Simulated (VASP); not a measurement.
# Sn (I4_1/amd) in VASP: single point with PBEsol

Aim: the single point of Sn with PBEsol.

Everything below comes from runs of VASP 6.6.1. Logs are shortened: lines on timing, memory, paths and dates and some standing lists are left out, and cuts for length are marked.

**1. The cell of the first run**

Symmetry: I4_1/amd, No. 141, tetragonal system. The conventional cell has a = 5.838 Å, b = 5.838 Å, c = 3.153 Å, α = 90.00°, β = 90.00°, γ = 90.00°. Within 4.0 Å of Sn (site symmetry -4m2) lie 10 Sn at 3.02 to 3.76 Å.

**2. Single point, PBEsol**

Contents of INCAR:

```
SYSTEM = Sn
ALGO = Fast ; EDIFF = 1E-6
ENCUT = 520 ; GGA = PS
ISIF = 2 ; ISMEAR = 0
ISYM = 0 ; LASPH = .TRUE.
LCHARG = .TRUE. ; LELF = .TRUE.
LREAL = .FALSE. ; LVHAR = .TRUE.
LWAVE = .FALSE. ; NBANDS = 21
NELM = 100 ; PREC = Accurate
SIGMA = 0.1
```

Contents of KPOINTS:

```
k-points
0
G
  11 6 12
  0 0 0
```

Contents of POSCAR:

```
Sn
1.0
    3.1526176509      0.0000000000      0.0000000000
    0.0000000000      5.8377784409      0.0000000000
    1.5763088254     -2.9188892204      2.9188892204
Sn
2
Direct
    0.0000000000      0.0000000000      0.0000000000
    0.7500000000      0.5000000000      0.0000000000
```

Potentials or basis: VASP PAW PBE potentials, release 64 (Sn_d).

The run is started by

```console
$ cat potpaw_PBE.64/Sn_d/POTCAR > POTCAR
$ mpirun -np 1 vasp_std > vasp.out
```

OUTCAR:

```text
SYSTEM = Sn
   EDIFF = 1E-6
   ENCUT = 520
   GGA = PS
   ISIF = 2
   ISMEAR = 0
   ISYM = 0
   LASPH = .TRUE.
   LREAL = .FALSE.
   NELM = 100
   PREC = Accurate

 ion  position               nearest neighbor table
   1  0.000  0.000  0.000-   2 3.02   2 3.02   2 3.02   2 3.02   2 3.76   2 3.76   2 3.76   2 3.76

   2  0.750  0.500  0.000-   1 3.02   1 3.02   1 3.02   1 3.02   1 3.76   1 3.76   1 3.76   1 3.76

IMPORTANT INFORMATION: All symmetrisations will be switched off!
NOSYMM: (Re-)initialisation of all symmetry stuff for point group C_1.

----------------------------------------------------------------------------------------

                                     Primitive cell

  volume of cell :      53.7201

  direct lattice vectors                    reciprocal lattice vectors
     3.152617651  0.000000000  0.000000000     0.317196727  0.000000000 -0.171298039
     0.000000000  5.837778441  0.000000000     0.000000000  0.171298039  0.171298039
     1.576308825 -2.918889220  2.918889220     0.000000000  0.000000000  0.342596078

  length of vectors
     3.152617651  5.837778441  4.418662476     0.360495190  0.242252010  0.342596078

  position of ions in fractional coordinates (direct lattice)
     0.000000000  0.000000000  0.000000000
     0.750000000  0.500000000  0.000000000

  ion indices of the primitive-cell ions
   primitive index   ion index
                 1           1
                 2           2

----------------------------------------------------------------------------------------

 KPOINTS: k-points

Automatic generation of k-mesh.
 Grid dimensions read from file:
 generate k-points for:   11    6   12

 Generating k-lattice:

  Cartesian coordinates                     Fractional coordinates (reciprocal lattice)
     0.028836066  0.000000000 -0.015572549     0.090909091  0.000000000  0.000000000
     0.000000000  0.028549673  0.028549673     0.000000000  0.166666667  0.000000000
     0.000000000  0.000000000  0.028549673     0.000000000  0.000000000  0.083333333

  Length of vectors
     0.032772290  0.040375335  0.028549673

  Shift w.r.t. Gamma in fractional coordinates (k-lattice)
     0.000000000  0.000000000  0.000000000

 -----------------------------------------------------------------------------
|                                                                             |
|           W    W    AA    RRRRR   N    N  II  N    N   GGGG   !!!           |
|           W    W   A  A   R    R  NN   N  II  NN   N  G    G  !!!           |
|           W    W  A    A  R    R  N N  N  II  N N  N  G       !!!           |
|           W WW W  AAAAAA  RRRRR   N  N N  II  N  N N  G  GGG   !            |
|           WW  WW  A    A  R   R   N   NN  II  N   NN  G    G                |
|           W    W  A    A  R    R  N    N  II  N    N   GGGG   !!!           |
|                                                                             |
|     Your reciprocal lattice and k-lattice belong to different lattice       |
|     classes:                                                                |
|                                                                             |
|        The reciprocal lattice is body-centered tetragonal,                  |
|        whereas your k-lattice is simple monoclinic.                         |
|                                                                             |
|     Results are often still useful ...                                      |
|                                                                             |
 -----------------------------------------------------------------------------

 WARNING: IBZKPT: internal override: KBLOWUP is changed to .FALSE.
      ... skipping the blow-up phase ...

 Subroutine IBZKPT returns following result:
 ===========================================

 Found    398 irreducible k-points:

 Following reciprocal coordinates:
            Coordinates               Weight
  0.000000  0.000000  0.000000      1.000000
  0.090909  0.000000  0.000000      2.000000
  0.181818  0.000000  0.000000      2.000000
  0.272727  0.000000  0.000000      2.000000
  0.363636  0.000000  0.000000      2.000000
  0.454545  0.000000  0.000000      2.000000
[... 16 lines left out ...]
  0.454545  0.333333  0.000000      2.000000
 -0.454545  0.333333  0.000000      2.000000
 [... further k-points ...]
   k-points           NKPTS =    398   k-points in BZ     NKDIM =    398   number of bands    NBANDS=     21
   number of dos      NEDOS =    301   number of ions     NIONS =      2
   total plane-waves  NPLWV =  41472
   dimension x,y,z NGX =    24 NGY =   48 NGZ =   36
   dimension x,y,z NGXF=    48 NGYF=   96 NGZF=   72
   ions per type =               2
   NGX,Y,Z   is equivalent  to a cutoff of  12.66, 13.67, 13.54 a.u.
   NGXF,Y,Z  is equivalent  to a cutoff of  25.31, 27.34, 27.09 a.u.
 SYSTEM =  Sn
   PREC   = accura    normal or accurate (medium, high low for compatibility)
   ISTART =      0    job   : 0-new  1-cont  2-samecut
   ICHARG =      2    charge: 1-file 2-atom 10-const
   ISPIN  =      1    spin polarized calculation?
   LNONCOLLINEAR =      F non collinear calculations
   LSORBIT =      F    spin-orbit coupling
   LASPH  =      T    aspherical Exc in radial PAW
   ENCUT  =  520.0 eV  38.22 Ry    6.18 a.u.   5.86 10.85  8.22*2*pi/ulx,y,z
   NELM   =    100;   NELMIN=  2; NELMDL= -5     # of ELM steps
   EDIFF  = 0.1E-05   stopping-criterion for ELM
   LREAL  =      F    real-space projection
   EDIFFG = 0.1E-04   stopping-criterion for IOM
   NSW    =      0    number of steps for IOM
   IBRION =     -1    ionic relax: 0-MD 1-quasi-New 2-CG
   NFREE  =      0    steps in history (QN), initial steepest desc. (CG)
   ISIF   =      2    stress and relaxation
   ISYM   =      0    0-nonsym 1-usesym 2-fastsym
   POTIM  = 0.5000    time-step for ionic-motion
   TEBEG  =    0.0;   TEEND  =   0.0 temperature during run
   PSTRESS=    0.0 pullay stress
   NELECT =      28.0000    total number of electrons
   NUPDOWN=      -1.0000    fix difference up-down
   EMIN   =  10.00;   EMAX   =-10.00  energy-range for DOS
   EFERMI =   0.00;   METHOD = LEGACY
   ISMEAR =     0;   SIGMA  =   0.10  broadening in eV -4-tet -1-fermi 0-gaus
   EFERMI_NEDOS =   21; number of points for ismear=-14 and -15
   IALGO  =     68    algorithm
   IMIX   =      4    mixing-type and parameters
     AMIX     =   0.40;   BMIX     =  1.00
     AMIX_MAG =   1.60;   BMIX_MAG =  1.00
  volume/ion in A,a.u.               =      26.86       181.26
  Fermi-wavevector in a.u.,A,eV,Ry     =   1.317494  2.489703 23.616865  1.735791
  Thomas-Fermi vector in A             =   2.447531
   LORBIT       =      0    0 simple, 1 ext, 2 COOP (PROOUT), +10 PAW based schemes
   GGA     = PS    functional components
   LHFCALC =     F    Hartree Fock is set to
   AEXX    =    0.0000 exact exchange contribution
   IVDW    =     0    specifies the selected vdW correction
   LEPSILON=     F    determine dielectric tensor
   LRPA    =     F    only Hartree local field effects (RPA)
 non-spin polarized calculation
 RMM-DIIS sequential band-by-band and
 Gauss-broadening in eV      SIGMA  =   0.10
  energy-cutoff  :      520.00
  volume of cell :       53.72
 maximum number of plane-waves:      1461
   NGX = 11   NGY = 21   NGZ = 17

 number of electron      27.9999999 magnetization

 Free energy of the ion-electron system (eV)
  ---------------------------------------------------
  ext. energy  EPLUGINS =         0.00000000
  ---------------------------------------------------
  free energy    TOTEN  =        -8.51788946 eV

  energy without entropy =       -8.51214402  energy(sigma->0) =       -8.51501674

 E-fermi :   7.9543     XC(G=0): -10.4996

 val. band max:        7.9464603490   @ k =   0.4545  -0.1667   0.0833
 cond. band min:       7.9546077431   @ k =   0.0909   0.0000   0.1667
 fundamental gap:      0.0081473940
 Fermi energy:         7.9543298405

 k-point     1 :       0.0000    0.0000    0.0000
  band No.  band energies     occupation
      1     -13.6212      2.00000
      2     -13.5384      2.00000
      3     -13.4924      2.00000
      4     -13.4828      2.00000
      5     -13.3176      2.00000
      6     -13.3167      2.00000
[... 13 lines left out ...]
     20      17.7719      0.00000
     21      18.4679      0.00000

 k-point     2 :       0.0909    0.0000    0.0000
  band No.  band energies     occupation
      1     -13.6158      2.00000
      2     -13.5202      2.00000
      3     -13.4861      2.00000
      4     -13.4615      2.00000
      5     -13.3306      2.00000
      6     -13.3276      2.00000
[... 13 lines left out ...]
     20      17.2882      0.00000
     21      17.3560      0.00000

 k-point     3 :       0.1818    0.0000    0.0000
  band No.  band energies     occupation
      1     -13.5997      2.00000
      2     -13.4751      2.00000
      3     -13.4692      2.00000
      4     -13.4150      2.00000
      5     -13.3578      2.00000
      6     -13.3366      2.00000
[... 13 lines left out ...]
     20      15.9163      0.00000
     21      16.3401      0.00000
[... 457 lines left out ...]
 k-point    23 :       0.4545    0.3333    0.0000
  band No.  band energies     occupation
      1     -13.5565      2.00000
      2     -13.4583      2.00000
      3     -13.4355      2.00000
      4     -13.4134      2.00000
      5     -13.3801      2.00000
      6     -13.3765      2.00000
[... 13 lines left out ...]
     20      16.0448      0.00000
     21      17.5886      0.00000

 k-point    24 :      -0.4545    0.3333    0.0000
  band No.  band energies     occupation
      1     -13.5485      2.00000
      2     -13.4685      2.00000
      3     -13.4342      2.00000
      4     -13.3988      2.00000
      5     -13.3962      2.00000
      6     -13.3454      2.00000
[... 13 lines left out ...]
     20      16.9266      0.00000
     21      17.1925      0.00000

 [... further k-points ...]

------------------------ aborting loop because EDIFF is reached ----------------------------------------

  FORCE on cell =-STRESS in cart. coord.  units (eV):
  Direction    XX          YY          ZZ          XY          YZ          ZX
  --------------------------------------------------------------------------------------
  -------------------------------------------------------------------------------------
  Total       -0.0495546     -0.0051939      0.0912049     -0.0001648      0.0002047      0.0339035
  in kB       -1.4779451     -0.1549058      2.7201469     -0.0049164      0.0061055      1.0111580
  external PRESSURE =       0.3624320 kB  Pullay stress =       0.0000000 kB

 VOLUME and BASIS-vectors are now :
 -----------------------------------------------------------------------------
  energy-cutoff  :      520.00
  volume of cell :       53.72
      direct lattice vectors                 reciprocal lattice vectors
     3.152617651  0.000000000  0.000000000     0.317196727  0.000000000 -0.171298039
     0.000000000  5.837778441  0.000000000     0.000000000  0.171298039  0.171298039
     1.576308825 -2.918889220  2.918889220     0.000000000  0.000000000  0.342596078

 POSITION                                       TOTAL-FORCE (eV/Angst)
 -----------------------------------------------------------------------------------
      0.00000      0.00000      0.00000        -0.008411      0.000006     -0.000457
      2.36446      2.91889      0.00000         0.008411     -0.000006      0.000457
 -----------------------------------------------------------------------------------
    total drift:                               -0.000022     -0.000008      0.000010

  FREE ENERGIE OF THE ION-ELECTRON SYSTEM (eV)
  ---------------------------------------------------
  free  energy   TOTEN  =        -8.5178894578 eV

  energy  without entropy=       -8.5121440239  energy(sigma->0) =       -8.51501674
```

Wall time 21 min (1 thread of Intel Xeon 8259CL, shared host); peak memory 0.47 GiB.

Results:

```yaml
Free_energy: -8.5179 eV
Pressure: 0.0 GPa
Largest_force: 0.008 eV/Å
Band_gap_on_the_k_mesh: zero (bands 14 and 15 overlap by 4.13 eV)
```

Forces on the atoms (eV/Å):
```
Sn  -0.008  0.000  0.000
Sn   0.008  0.000  0.000
```

Caveat: the PAW data sets were made with another functional, which shifts forces and pressure a little; spin-orbit coupling is left out, which moves the levels of the heavy elements.
